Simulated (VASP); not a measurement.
Runs of VASP 6.6.1 on TiAl3. The structure is that of space group I4/mmm (No. 139), or close to it. The cells are those of the table. 

| cell | further INCAR settings | gap on the mesh (eV) | pressure (GPa) |
| --- | --- | --- | --- |
| a = 4.873 Å, angles 134.8, 134.8, 65.8°, 4 atoms | ALGO = Fast; EDIFF = 1e-06; NBANDS = 18 | none | 7.3 |
| a = 5.215 Å, angles 134.8, 134.8, 65.8°, 4 atoms | ALGO = Fast; EDIFF = 1e-06; NBANDS = 18 | none | -12.7 |
| a = 4.733 Å, angles 133.9, 133.9, 67.2°, 4 atoms | ALGO = Fast; EDIFF = 1e-06; NBANDS = 18 | none | 16.9 |
| a = 4.931 Å, angles 137.5, 137.5, 61.7°, 4 atoms | ALGO = Fast; EDIFF = 1e-06; NBANDS = 18 | none | (b) |
| a = 5.115 Å, angles 133.0, 133.0, 68.6°, 4 atoms | ALGO = Fast; EDIFF = 1e-06; NBANDS = 18 | none | -12.7 |
| a = 5.185 Å, angles 135.7, 135.7, 64.4°, 4 atoms | ALGO = Fast; EDIFF = 1e-06; NBANDS = 18 | none | -9.5 |
| a = 5.438 Å, angles 138.4, 138.4, 60.3°, 4 atoms | ALGO = Fast; EDIFF = 1e-07; NBANDS = 18 | none | (a) |
| a = 4.985 Å, angles 138.4, 138.4, 60.3°, 4 atoms | ALGO = Fast; EDIFF = 1e-06; NBANDS = 18 | none | 17.9 |

Alike in all rows: task single point; level LDA; potentials or basis VASP PAW LDA potentials, release 64 (Ti_sv, Al); no spin polarisation; k mesh 16 × 16 × 16; cutoff (eV) 520; smearing gaussian 0.15 eV.

Fill in the values left out.

(a) -11.8; (b) 17.3.

Caveats: the cell stands under tension (at least some runs); the stress differs along the axes, from 6 to 11 GPa (at least some runs); the stress differs along the axes, from 13 to 25 GPa (at least some runs); the stress differs along the axes, from 7 to 22 GPa (at least some runs); the stress differs along the axes, from -16 to -6 GPa (at least some runs); the stress differs along the axes, from -19 to -8 GPa (at least some runs); the stress differs along the axes, from 3 to 26 GPa (at least some runs).

A gap of «none» marks levels without a gap at the run's occupations.
